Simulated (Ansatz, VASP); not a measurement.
TiB2N3 in VASP and in Ansatz

```
Ti B N
1.0
     3.11292    0.00000    0.00000
     0.00000    3.11292    0.00000
     0.00000    0.00000    6.85203
Ti B N
1 2 3
Direct
  0.50000 0.50000 0.50000
  0.50000 0.50000 0.00000
  0.00000 0.00000 0.00000
  0.00000 0.00000 0.50000
  0.50000 0.00000 0.00000
  0.00000 0.50000 0.00000
```

Alike in both runs: functional PBE; k mesh 6 × 6 × 4; occupations gaussian, width 0.1 eV; collinear spin.

Ansatz relaxed the structure, and its values are those at the end. VASP's run is a single point on that final structure, the one shown.

|  | VASP | Ansatz |
| --- | --- | --- |
| version | VASP 6.6.1 | Ansatz 0.2.0 |
| potentials or method | VASP PAW PBE potentials, release 64 (Ti_sv, B, N), cutoff 520 eV | scalar-relativistic, plane waves, PAW |
| valence electrons in the cell | 33 | 33 |

```tsv
	VASP	Ansatz	Ansatz less VASP
gap on the k mesh at the Fermi level (eV)	none	none	-
pressure (GPa)	-0.6	0.0	+0.66
net moment per atom (μB)	0.00	0.17	+0.166
size of the moment on the site where the two differ most (μB)	0.00	0.62	+0.625
```

The net moments are unlike, so the other rows may belong to different states. Site moments also hang on the region over which each program counts them. A gap of «none» marks a metal or a gap that the smearing closes.
